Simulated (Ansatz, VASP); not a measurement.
**One calculation of GeH2, two programs**

```
Ge H
1.0
    -1.72137    1.72137    2.33738
     1.72137   -1.72137    2.33738
     1.72137    1.72137   -2.33738
Ge H
1 2
Direct
  0.00000 0.00000 0.00000
  0.75000 0.25000 0.50000
  0.25000 0.75000 0.50000
```

Alike in both runs: functional PBEsol; k mesh 16 × 16 × 16; occupations gaussian, width 0.1 eV; no spin polarisation.

Ansatz relaxed the structure, and its values are those at the end. VASP's run is a single point on that final structure, the one shown.

```csv
,VASP,Ansatz
version,VASP 6.6.1,Ansatz 0.2.0
potentials or method,"VASP PAW PBE potentials, release 64 (Ge_d, H), cutoff 520 eV","scalar-relativistic, plane waves, PAW"
valence electrons in the cell,16,16
```

|  | VASP | Ansatz | Ansatz less VASP |
| --- | --- | --- | --- |
| gap on the k mesh at the Fermi level (eV) | none | none | - |
| pressure (GPa) | -0.8 | 0.0 | +0.79 |

VASP's potentials were made for PBE, not for PBEsol. A gap of «none» marks a metal or a gap that the smearing closes. With one functional, cell and mesh, what is left measures potentials, basis and numerics.
